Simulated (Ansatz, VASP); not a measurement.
## In2GeO3: VASP beside Ansatz

```
In Ge O
1.0
     3.99430    0.00000    0.00000
    -1.99715    3.45916    0.00000
     0.00000    0.00000    7.14926
In Ge O
2 1 3
Direct
  0.66667 0.33333 0.68472
  0.33333 0.66667 0.31528
  0.00000 0.00000 0.00000
  0.66667 0.33333 0.35610
  0.33333 0.66667 0.64390
  0.00000 0.00000 0.50000
```

Change from the starting cell: species swapped into the Ba2H3I type (P-3m1, No. 164).

Alike in both runs: task single point; functional PBE; k mesh 6 × 6 × 4; occupations gaussian, width 0.1 eV; no spin polarisation.

|  | VASP | Ansatz |
| --- | --- | --- |
| version | VASP 6.6.1 | Ansatz 0.2.0 |
| potentials or method | VASP PAW PBE potentials, release 64 (In_d, Ge_d, O), cutoff 520 eV | scalar-relativistic, plane waves, PAW |
| valence electrons in the cell | 58 | 58 |

Ansatz gave:

* gap on the k mesh at the Fermi level (eV): none
* pressure (GPa): -8.4
* traceless stress, the component that is largest in VASP (GPa): 1.59
* rms of the force components (eV/Å): 0.671

Question: Which values does VASP return?

Answer: gap on the k mesh at the Fermi level (eV): none; pressure (GPa): -8.3; traceless stress, the component that is largest in VASP (GPa): 1.56; rms of the force components (eV/Å): 0.664.

Atom by atom the forces differ by 0.012 eV/Å (rms over components). A gap of «none» marks a metal or a gap that the smearing closes.
